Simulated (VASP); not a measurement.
Write the native input for VASP 6.6.1 that does the following.

```
Task                   : single point
Functional             : PBEsol
Potentials or basis    : VASP PAW PBE potentials, release 64 (Pb_d, Te)
Cutoff                 : 500 eV
k mesh                 : 8 × 8 × 8
Occupations            : gaussian, width 0.05 eV
Spin                   : no spin polarisation
Dipole correction      : no
Further INCAR settings : ALGO = Normal; EDIFF = 1e-06; NBANDS = 17
```

The structure of TePb lies in POSCAR:

```
TePb
1.0
    0.0000000000      3.5787255998      3.5787255998
    3.5787255998      0.0000000000      3.5787255998
    3.5787255998      3.5787255998      0.0000000000
Pb Te
1 1
Direct
    0.0000000000      0.0000000000      0.0000000000
    0.2500000000      0.2500000000      0.2500000000
```

One way to write it, as run:

INCAR

```
SYSTEM = TePb
  PREC = Accurate
  ENCUT = 500
  EDIFF = 1E-6
  ISMEAR = 0
  SIGMA = 0.05
  LREAL = .FALSE.
  LASPH = .TRUE.
  NELM = 120
  ALGO = Normal
  ISIF = 2
  LWAVE = .FALSE.
  LCHARG = .FALSE.
  GGA = PS
  NBANDS = 17
  GGA_COMPAT = .FALSE.
```

KPOINTS

```
regular mesh
0
G
  8 8 8
  0 0 0
```

Potentials or basis: VASP PAW PBE potentials, release 64 (Pb_d, Te).

Launch:

```bash
$ cat potpaw_PBE.64/Pb_d/POTCAR potpaw_PBE.64/Te/POTCAR > POTCAR
$ mpirun -np 1 vasp_std > vasp.out
```

Results of the run:

| Property | Result |
| --- | --- |
| Pressure | 0.5 GPa |
| Band gap on the k mesh | 0.39 eV (least direct gap 1.09 eV) |

Caveat: the PAW data sets were made with another functional, which shifts forces and pressure a little; spin-orbit coupling is left out, which moves the levels of the heavy elements.

Wall time 29 s on 1 thread of Intel(R) Xeon(R) 6975P-C (Granite Rapids), on a shared host, peak memory 0.25 GiB.
